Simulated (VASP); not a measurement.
# Te: single point with r2SCAN

The system is Te.

```
Te
1.0
     4.61798    0.00000    0.00000
    -2.30899    3.99929    0.00000
     0.00000    0.00000    5.90751
Te
3
Cartesian
  1.1713 0.0000 1.9692
  -0.5857 1.0144 3.9383
  1.7233 2.9849 0.0000
```

```json
{
  "Program": "VASP 6.6.1",
  "Task": "single point",
  "Functional": "r2SCAN",
  "Potentials or basis": "VASP PAW PBE potentials, release 64 (Te)",
  "Cutoff": "520 eV",
  "k mesh": "9 × 9 × 6",
  "Occupations": "fermi-dirac, width 0.05 eV",
  "Spin": "no spin polarisation"
}
```

```yaml
Pressure: 0.1 GPa
Largest_force: 0.030 eV/Å
Band_gap_on_the_k_mesh: 0.55 eV
```

Forces in eV/Å, atoms in the order of the input:
```
Te   0.030  0.000  0.000
Te  -0.015  0.026  0.000
Te  -0.015 -0.026  0.000
```

Levels at points of the mesh, in eV from the valence-band top:
| k point | band 7 | band 8 | band 9 | band 10 | band 11 | band 12 |
| --- | --- | --- | --- | --- | --- | --- |
| (0.00, 0.00, 0.00) | -1.62 | -1.62 | -0.60 | 1.29 | 1.29 | 1.82 |
| (0.00, 0.00, 0.50) | -1.31 | -1.15 | -1.15 | 0.83 | 0.94 | 0.94 |

Wall time 5.6 min on 1 thread of Intel(R) Xeon(R) Platinum 8375C CPU @ 2.90GHz (Ice Lake), on a shared host, peak memory 0.3 GiB.

Caveat: the PAW data sets were made with another functional, which shifts forces and pressure a little; spin-orbit coupling is left out, which moves the levels of the heavy elements; an odd mesh through Γ misses points on the zone boundary, where band edges can lie.
